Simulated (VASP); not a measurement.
# AlV2C (P-3m1) in VASP: notebook

AlV2C is run at these levels: PBE; tasks: single point, relaxation of cell and atoms.

Everything below comes from runs of VASP 6.6.1. Logs are shortened: lines on timing, memory, paths and dates and some standing lists are left out, and cuts for length are marked.

## (1) The cell of the first run

It takes space group P-3m1 (No. 164, trigonal). The conventional cell has a = 2.887 Å, b = 2.887 Å, c = 6.775 Å, α = 90.00°, β = 90.00°, γ = 120.00°. Within 3.7 Å of Al (site symmetry -3m) lie 6 V at 2.81 Å and 6 Al at 2.89 Å and 2 C at 3.39 Å. Within 2.9 Å of V (site symmetry 3m) lie 3 C at 2.01 Å and 9 V at 2.80 to 2.89 Å and 3 Al at 2.81 Å. C (site symmetry -3m) has 6 V at 2.01 Å within 2.7 Å.

The cell was generated, and may not be a known phase.

## (2) Single point, PBE

INCAR

```
PREC = Accurate ; ENCUT = 520
EDIFF = 1E-6 ; ISMEAR = 0
SIGMA = 0.1 ; LREAL = False
LASPH = True ; NELM = 80
ALGO = Normal ; ISIF = 2
LWAVE = False ; LCHARG = True
GGA = PE ; LELF = True
LVHAR = True ; NBANDS = 24
```

KPOINTS

```
Automatic mesh
0
Gamma
  6 6 4
```

POSCAR

```
AlV2C
1.0
    2.8867606630      0.0000000000      0.0000000000
   -1.4433803315      2.5000080688      0.0000000000
    0.0000000000      0.0000000000      6.7749684066
Al V C
1 2 1
Direct
    0.0000000000      0.0000000000      0.0000000000
    0.3333333333      0.6666666667      0.3335639995
    0.6666666667      0.3333333333      0.6664360005
    0.0000000000      0.0000000000      0.5000000000
```

Potentials or basis: VASP PAW PBE potentials, release 64 (Al, V_sv, C).

Command:

```console
$ cat potpaw_PBE.64/Al/POTCAR potpaw_PBE.64/V_sv/POTCAR potpaw_PBE.64/C/POTCAR > POTCAR
$ mpirun -np 1 vasp_std > vasp.out
```

OUTCAR:

```text
PREC = Accurate
   ENCUT = 520
   EDIFF = 1E-6
   ISMEAR = 0
   LREAL = False
   LASPH = True
   NELM = 80
   ISIF = 2
   GGA = PE

 ion  position               nearest neighbor table
   1  0.000  0.000  0.000-   2 2.81   3 2.81   2 2.81   3 2.81   3 2.81   2 2.81
   2  0.333  0.667  0.334-   4 2.01   4 2.01   4 2.01   3 2.80   3 2.80   3 2.80   1 2.81   1 2.81
                             1 2.81
   3  0.667  0.333  0.666-   4 2.01   4 2.01   4 2.01   2 2.80   2 2.80   2 2.80   1 2.81   1 2.81
                             1 2.81
   4  0.000  0.000  0.500-   2 2.01   3 2.01   2 2.01   3 2.01   3 2.01   2 2.01

  LATTYP: Found a hexagonal cell.
 ALAT       =     2.8867606630
 C/A-ratio  =     2.3469103253

  Lattice vectors:

 A1 = (   2.8867606630,   0.0000000000,   0.0000000000)
 A2 = (  -1.4433803315,   2.5000080688,   0.0000000000)
 A3 = (   0.0000000000,   0.0000000000,   6.7749684066)

Analysis of symmetry for initial positions (statically):
=====================================================================
 Subroutine PRICEL returns:
 Original cell was already a primitive cell.

 Routine SETGRP: Setting up the symmetry group for a
 hexagonal supercell.

 Subroutine GETGRP returns: Found 12 space group operations
 (whereof 12 operations were pure point group operations)
 out of a pool of 24 trial point group operations.

The static configuration has the point symmetry D_3d.

Analysis of symmetry for dynamics (positions and initial velocities):
=====================================================================
 Subroutine PRICEL returns:
 Original cell was already a primitive cell.

 Routine SETGRP: Setting up the symmetry group for a
 hexagonal supercell.

 Subroutine GETGRP returns: Found 12 space group operations
 (whereof 12 operations were pure point group operations)
 out of a pool of 24 trial point group operations.

The dynamic configuration has the point symmetry D_3d.

 Subroutine INISYM returns: Found 12 space group operations
 (whereof 12 operations are pure point group operations),
 and found     1 'primitive' translations

----------------------------------------------------------------------------------------

                                     Primitive cell

  volume of cell :      48.8944

  direct lattice vectors                    reciprocal lattice vectors
     2.886760663  0.000000000  0.000000000     0.346409043  0.199999354  0.000000000
    -1.443380332  2.500008069  0.000000000     0.000000000  0.399998709  0.000000000
     0.000000000  0.000000000  6.774968407     0.000000000  0.000000000  0.147602164

  length of vectors
     2.886760663  2.886760663  6.774968407     0.399998709  0.399998709  0.147602164

  position of ions in fractional coordinates (direct lattice)
     0.000000000  0.000000000  0.000000000
     0.333333333  0.666666667  0.333564000
     0.666666667  0.333333333  0.666436000
     0.000000000  0.000000000  0.500000000

  ion indices of the primitive-cell ions
   primitive index   ion index
                 1           1
                 2           2
                 3           3
                 4           4

----------------------------------------------------------------------------------------

 KPOINTS: Automatic mesh

Automatic generation of k-mesh.
 Grid dimensions read from file:
 generate k-points for:    6    6    4

 Generating k-lattice:

  Cartesian coordinates                     Fractional coordinates (reciprocal lattice)
     0.057734841  0.033333226  0.000000000     0.166666667 -0.000000000  0.000000000
     0.000000000  0.066666451  0.000000000     0.000000000  0.166666667  0.000000000
     0.000000000  0.000000000  0.036900541     0.000000000  0.000000000  0.250000000

  Length of vectors
     0.066666451  0.066666451  0.036900541

  Shift w.r.t. Gamma in fractional coordinates (k-lattice)
     0.000000000  0.000000000  0.000000000

 Subroutine IBZKPT returns following result:
 ===========================================

 Found     24 irreducible k-points:

 Following reciprocal coordinates:
            Coordinates               Weight
  0.000000  0.000000  0.000000      1.000000
  0.166667  0.000000  0.000000      6.000000
  0.333333 -0.000000  0.000000      6.000000
  0.500000  0.000000  0.000000      3.000000
  0.166667  0.166667  0.000000      6.000000
  0.333333  0.166667  0.000000     12.000000
[... 16 lines left out ...]
  0.333333  0.166667  0.500000     12.000000
  0.333333  0.333333  0.500000      2.000000
   k-points           NKPTS =     24   k-points in BZ     NKDIM =     24   number of bands    NBANDS=     24
   number of dos      NEDOS =    301   number of ions     NIONS =      4
   total plane-waves  NPLWV =  28800
   dimension x,y,z NGX =    24 NGY =   24 NGZ =   50
   dimension x,y,z NGXF=    48 NGYF=   48 NGZF=  100
   ions per type =               1   2   1
   NGX,Y,Z   is equivalent  to a cutoff of  13.82, 13.82, 12.27 a.u.
   NGXF,Y,Z  is equivalent  to a cutoff of  27.64, 27.64, 24.54 a.u.
 SYSTEM =  unknown system
   PREC   = accura    normal or accurate (medium, high low for compatibility)
   ISTART =      0    job   : 0-new  1-cont  2-samecut
   ICHARG =      2    charge: 1-file 2-atom 10-const
   ISPIN  =      1    spin polarized calculation?
   LNONCOLLINEAR =      F non collinear calculations
   LSORBIT =      F    spin-orbit coupling
   LASPH  =      T    aspherical Exc in radial PAW
   ENCUT  =  520.0 eV  38.22 Ry    6.18 a.u.   5.37  5.37 12.60*2*pi/ulx,y,z
   NELM   =     80;   NELMIN=  2; NELMDL= -5     # of ELM steps
   EDIFF  = 0.1E-05   stopping-criterion for ELM
   LREAL  =      F    real-space projection
   EDIFFG = 0.1E-04   stopping-criterion for IOM
   NSW    =      0    number of steps for IOM
   IBRION =     -1    ionic relax: 0-MD 1-quasi-New 2-CG
   NFREE  =      0    steps in history (QN), initial steepest desc. (CG)
   ISIF   =      2    stress and relaxation
   ISYM   =      2    0-nonsym 1-usesym 2-fastsym
   POTIM  = 0.5000    time-step for ionic-motion
   TEBEG  =    0.0;   TEEND  =   0.0 temperature during run
   PSTRESS=    0.0 pullay stress
   NELECT =      33.0000    total number of electrons
   NUPDOWN=      -1.0000    fix difference up-down
   EMIN   =  10.00;   EMAX   =-10.00  energy-range for DOS
   EFERMI =   0.00;   METHOD = LEGACY
   ISMEAR =     0;   SIGMA  =   0.10  broadening in eV -4-tet -1-fermi 0-gaus
   EFERMI_NEDOS =   21; number of points for ismear=-14 and -15
   IALGO  =     38    algorithm
   IMIX   =      4    mixing-type and parameters
     AMIX     =   0.40;   BMIX     =  1.00
     AMIX_MAG =   1.60;   BMIX_MAG =  1.00
  volume/ion in A,a.u.               =      12.22        82.49
  Fermi-wavevector in a.u.,A,eV,Ry     =   1.436017  2.713679 28.057193  2.062146
  Thomas-Fermi vector in A             =   2.555252
   LORBIT       =      0    0 simple, 1 ext, 2 COOP (PROOUT), +10 PAW based schemes
   GGA     = PE    functional components
   LHFCALC =     F    Hartree Fock is set to
   AEXX    =    0.0000 exact exchange contribution
   IVDW    =     0    specifies the selected vdW correction
   LEPSILON=     F    determine dielectric tensor
   LRPA    =     F    only Hartree local field effects (RPA)
 non-spin polarized calculation
 Gauss-broadening in eV      SIGMA  =   0.10
  energy-cutoff  :      520.00
  volume of cell :       48.89
 maximum number of plane-waves:      1345
 NGX is ok and might be reduce to    24
   NGX = 11   NGY = 11   NGZ = 25

 number of electron      33.0000012 magnetization

 Free energy of the ion-electron system (eV)
  ---------------------------------------------------
  ext. energy  EPLUGINS =         0.00000000
  ---------------------------------------------------
  free energy    TOTEN  =       -32.55911018 eV

  energy without entropy =      -32.54624652  energy(sigma->0) =      -32.55267835

 E-fermi :   9.2906     XC(G=0): -12.0457

 val. band max:        9.2639862963   @ k =   0.3333   0.3333   0.0000
 cond. band min:       9.3668767887   @ k =   0.0000   0.3333   0.2500
 fundamental gap:      0.1028904924
 Fermi energy:         9.2906225254

 k-point     1 :       0.0000    0.0000    0.0000
  band No.  band energies     occupation
      1     -55.0870      2.00000
      2     -55.0283      2.00000
      3     -29.1048      2.00000
      4     -28.7678      2.00000
      5     -28.7597      2.00000
      6     -28.7597      2.00000
[... 16 lines left out ...]
     23      13.7361      0.00000
     24      15.2195      0.00000

 k-point     2 :       0.1667    0.0000    0.0000
  band No.  band energies     occupation
      1     -55.0706      2.00000
      2     -55.0188      2.00000
      3     -29.0829      2.00000
      4     -28.8699      2.00000
      5     -28.8001      2.00000
      6     -28.7901      2.00000
[... 16 lines left out ...]
     23      14.4905      0.00000
     24      14.8010      0.00000

 k-point     3 :       0.3333   -0.0000    0.0000
  band No.  band energies     occupation
      1     -55.0357      2.00000
      2     -55.0017      2.00000
      3     -29.0974      2.00000
      4     -29.0470      2.00000
      5     -28.8988      2.00000
      6     -28.8452      2.00000
[... 16 lines left out ...]
     23      13.3115      0.00000
     24      14.4368      0.00000

 k-point     4 :       0.5000    0.0000    0.0000
  band No.  band energies     occupation
      1     -55.0154      2.00000
      2     -54.9959      2.00000
      3     -29.1715      2.00000
      4     -29.1177      2.00000
      5     -28.8842      2.00000
      6     -28.8714      2.00000
[... 16 lines left out ...]
     23      12.2022      0.00000
     24      13.6681      0.00000

 k-point     5 :       0.1667    0.1667    0.0000
  band No.  band energies     occupation
      1     -55.0448      2.00000
      2     -55.0056      2.00000
      3     -29.0718      2.00000
      4     -28.9797      2.00000
      5     -28.9124      2.00000
      6     -28.8141      2.00000
[... 16 lines left out ...]
     23      13.8372      0.00000
     24      14.3223      0.00000

 k-point     6 :       0.3333    0.1667    0.0000
  band No.  band energies     occupation
      1     -55.0155      2.00000
      2     -54.9959      2.00000
      3     -29.1252      2.00000
      4     -29.0765      2.00000
      5     -28.9362      2.00000
      6     -28.8810      2.00000
[... 16 lines left out ...]
     23      12.6938      0.00000
     24      13.3401      0.00000
[... 379 lines left out ...]
 k-point    21 :       0.5000    0.0000    0.5000
  band No.  band energies     occupation
      1     -55.0154      2.00000
      2     -54.9959      2.00000
      3     -29.1715      2.00000
      4     -29.1180      2.00000
      5     -28.8840      2.00000
      6     -28.8714      2.00000
[... 16 lines left out ...]
     23      12.2913      0.00000
     24      13.9873      0.00000

 k-point    22 :       0.1667    0.1667    0.5000
  band No.  band energies     occupation
      1     -55.0448      2.00000
      2     -55.0056      2.00000
      3     -29.0717      2.00000
      4     -28.9799      2.00000
      5     -28.9120      2.00000
      6     -28.8139      2.00000
[... 16 lines left out ...]
     23      13.9785      0.00000
     24      14.2658      0.00000

 k-point    23 :       0.3333    0.1667    0.5000
  band No.  band energies     occupation
      1     -55.0155      2.00000
      2     -54.9959      2.00000
      3     -29.1252      2.00000
      4     -29.0767      2.00000
      5     -28.9361      2.00000
      6     -28.8810      2.00000
[... 16 lines left out ...]
     23      12.9585      0.00000
     24      13.5710      0.00000

 k-point    24 :       0.3333    0.3333    0.5000
  band No.  band energies     occupation
      1     -54.9991      2.00000
      2     -54.9991      2.00000
      3     -29.0729      2.00000
      4     -29.0398      2.00000
      5     -29.0398      2.00000
      6     -28.9488      2.00000
[... 16 lines left out ...]
     23      12.3397      0.00000
     24      12.7357      0.00000

------------------------ aborting loop because EDIFF is reached ----------------------------------------

  FORCE on cell =-STRESS in cart. coord.  units (eV):
  Direction    XX          YY          ZZ          XY          YZ          ZX
  --------------------------------------------------------------------------------------
  -------------------------------------------------------------------------------------
  Total        0.0341626      0.0341626      0.0177921      0.0000000      0.0000000      0.0000000
  in kB        1.1194444      1.1194444      0.5830145      0.0000000      0.0000000      0.0000000
  external PRESSURE =       0.9406344 kB  Pullay stress =       0.0000000 kB

 VOLUME and BASIS-vectors are now :
 -----------------------------------------------------------------------------
  energy-cutoff  :      520.00
  volume of cell :       48.89
      direct lattice vectors                 reciprocal lattice vectors
     2.886760663  0.000000000  0.000000000     0.346409043  0.199999354  0.000000000
    -1.443380332  2.500008069  0.000000000     0.000000000  0.399998709  0.000000000
     0.000000000  0.000000000  6.774968407     0.000000000  0.000000000  0.147602164

 POSITION                                       TOTAL-FORCE (eV/Angst)
 -----------------------------------------------------------------------------------
      0.00000      0.00000      0.00000         0.000000      0.000000     -0.000000
     -0.00000      1.66667      2.25989        -0.000000      0.000000     -0.024074
      1.44338      0.83334      4.51508         0.000000      0.000000      0.024074
      0.00000      0.00000      3.38748         0.000000      0.000000     -0.000000
 -----------------------------------------------------------------------------------
    total drift:                               -0.000000      0.000000      0.000000

  FREE ENERGIE OF THE ION-ELECTRON SYSTEM (eV)
  ---------------------------------------------------
  free  energy   TOTEN  =       -32.5591101762 eV

  energy  without entropy=      -32.5462465159  energy(sigma->0) =      -32.55267835
```

Wall time 27 s (1 thread of Intel Xeon Platinum 8259CL at 2.50GHz (Skylake/Cascade Lake), shared host); peak memory 0.18 GiB.

What came out:

```
Free energy            : -32.5591 eV
Pressure               : 0.1 GPa
Largest force          : 0.024 eV/Å
Band gap on the k mesh : zero (an odd number of electrons rules out a gap without spin polarisation)
```

Forces in eV/Å, atoms in the order of the input:
```
Al   0.000  0.000  0.000
V    0.000  0.000 -0.024
V    0.000  0.000  0.024
C    0.000  0.000  0.000
```

Caveat: the k points lie up to 0.42 Å⁻¹ apart, too coarse for converged energies and pressures of a metal.

(Part 1 of 3 ends here.)

The gap in the log of VASP goes by the Fermi energy; the results here count the filled bands.